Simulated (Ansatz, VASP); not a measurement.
**One calculation of Cu, two programs**

Contents of INCAR:

```
SYSTEM = Cu
  ALGO = Fast
  EDIFF = 1E-6
  ENCUT = 520
  GGA = PE
  ISIF = 2
  ISMEAR = 0
  LASPH = .TRUE.
  LCHARG = .TRUE.
  LELF = .TRUE.
  LREAL = .FALSE.
  LVHAR = .TRUE.
  LWAVE = .FALSE.
  NBANDS = 12
  NELM = 60
  PREC = Accurate
  SIGMA = 0.15
```

KPOINTS

```
k-points
0
G
  28 28 28
  0 0 0
```

The input POSCAR:

```
Cu
1.0
    0.0000000000      1.9056178346      1.8148741282
    1.9056178346      0.0000000000      1.8148741282
    1.9056178346      1.9056178346      0.0000000000
Cu
1
Direct
    0.0000000000      0.0000000000      0.0000000000
```

Input for Ansatz:

```yaml
crystal:
  lattice:
    - [0.0, 1.9056178346, 1.8148741282]
    - [1.9056178346, 0.0, 1.8148741282]
    - [1.9056178346, 1.9056178346, 0.0]
  atoms:
    - { symbol: Cu, position: [0.0, 0.0, 0.0] }
basis:
  ecutwfc: 420
kpoints:
  mp_grid: { grid: [28, 28, 28] }
hamiltonian:
  xc: pbe
scf:
  occupations: { method: gaussian, width: 0.15 }
output:
  forces: true
  stress: true
  eigenvalues: true
```

Change from the starting cell: strain +0.050 along x and y, +0.000 along z, atoms carried along.

Alike in both runs: task single point; functional PBE; k mesh 28 × 28 × 28; occupations gaussian, width 0.15 eV; no spin polarisation.

```csv
,VASP,Ansatz
version,VASP 6.6.1,Ansatz 0.2.0
potentials or method,"VASP PAW PBE potentials, release 64 (Cu), cutoff 520 eV","scalar-relativistic, plane waves, PAW"
valence electrons in the cell,11,19
```

|  | VASP | Ansatz | Ansatz less VASP |
| --- | --- | --- | --- |
| gap on the k mesh at the Fermi level (eV) | none | none | - |
| pressure (GPa) | -9.7 | -10.7 | -1.01 |
| traceless stress, the component that is largest in VASP (GPa) | 1.08 | 1.11 | +0.028 |

A gap of «none» marks a metal or a gap that the smearing closes. With one functional, cell and mesh, what is left measures potentials, basis and numerics. VASP's potentials hold 11 valence electrons a cell and Ansatz's 19, so a difference there can come from the potentials and not from the codes.
